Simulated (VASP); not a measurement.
A run of VASP 6.6.1 is set up as follows.

Contents of INCAR:

```
ALGO     = Normal         # electronic algorithm
EDIFF    = 1E-6           # SCF threshold, eV
ENCUT    = 520            # plane-wave cutoff, eV
ISIF     = 2              # what is computed and relaxed
ISMEAR   = 0              # smearing method
LASPH    = T              # aspherical terms in the spheres
LCHARG   = F              # write CHGCAR
LREAL    = F              # projectors in reciprocal space
LWAVE    = F              # write WAVECAR
NBANDS   = 26             # bands
NELM     = 100            # most SCF steps
PREC     = Accurate       # precision mode
SIGMA    = 0.01           # smearing width, eV
```

The input KPOINTS:

```
k-points
0
Gamma
  6 6 2
```

POSCAR

```
MgO
1.0
    3.2505941900      0.0000000000      0.0000000000
   -1.6252970900      2.8150971500      0.0000000000
    0.0000000000      0.0000000000     10.3863377300
Mg O
4 4
Direct
    0.3333333273      0.6666666690      0.9696623807
    0.0000000000      0.0000000000      0.2210023099
    0.0000000000      0.0000000000      0.7210023104
    0.6666666696      0.3333333310      0.4696623802
    0.3333333273      0.6666666690      0.7798401506
    0.0000000000      0.0000000000      0.5294933405
    0.0000000000      0.0000000000      0.0294933400
    0.6666666696      0.3333333310      0.2798401502
```

Potentials or basis: VASP PAW LDA potentials, release 64 (Mg, O).

Command:

```bash
$ cat potpaw_LDA.64/Mg/POTCAR potpaw_LDA.64/O/POTCAR > POTCAR
$ mpirun -np 1 vasp_std > vasp.out
```

(1) Predict the band gap on the k mesh.

(2) What does it give for the pressure?

Results:

(1) 3.50 eV, direct.

(2) -4.9 GPa.
